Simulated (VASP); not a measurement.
# Ag: single point with PBE

Crystal: Ag.

```xyz
1
Lattice="2.2711 0.0000 0.0000 -1.1356 1.9668 0.0000 0.0000 0.0000 2.1745" Properties=species:S:1:pos:R:3 pbc="T T T"
Ag    0.0000    0.0000    0.0000
```

- Program: VASP 6.6.1
- Task: single point
- Functional: PBE
- Potentials or basis: VASP PAW PBE potentials, release 64 (Ag)
- Cutoff: 520 eV
- k mesh: 15 × 15 × 14
- Occupations: fermi-dirac, width 0.08 eV
- Spin: no spin polarisation
- Dipole correction: no
- Further INCAR settings: ALGO = Normal; EDIFF = 1e-06; NBANDS = 12

The pressure is 358.8 GPa.

Stress tensor (GPa, compression positive):
```
359.96   0.00   0.00
  0.00 359.96   0.00
  0.00   0.00 356.53
```

Levels at points of the mesh, in eV from the Fermi level:
```tsv
k point	band 2	band 3	band 4	band 5	band 6	band 7	band 8	band 9	band 10	band 11
(0.00, 0.00, 0.00)	-12.42	-8.57	-8.57	-3.24	-3.24	15.65	17.85	26.36	26.36	29.04
(0.00, 0.00, 0.50)	-7.85	-7.85	-6.30	-6.30	-4.28	5.87	19.81	24.38	24.38	25.80
```

Wall time 16 s on 1 thread of AMD EPYC 7R43 64-Core Processor (Zen 3) (shared host), peak memory 0.1 GiB.
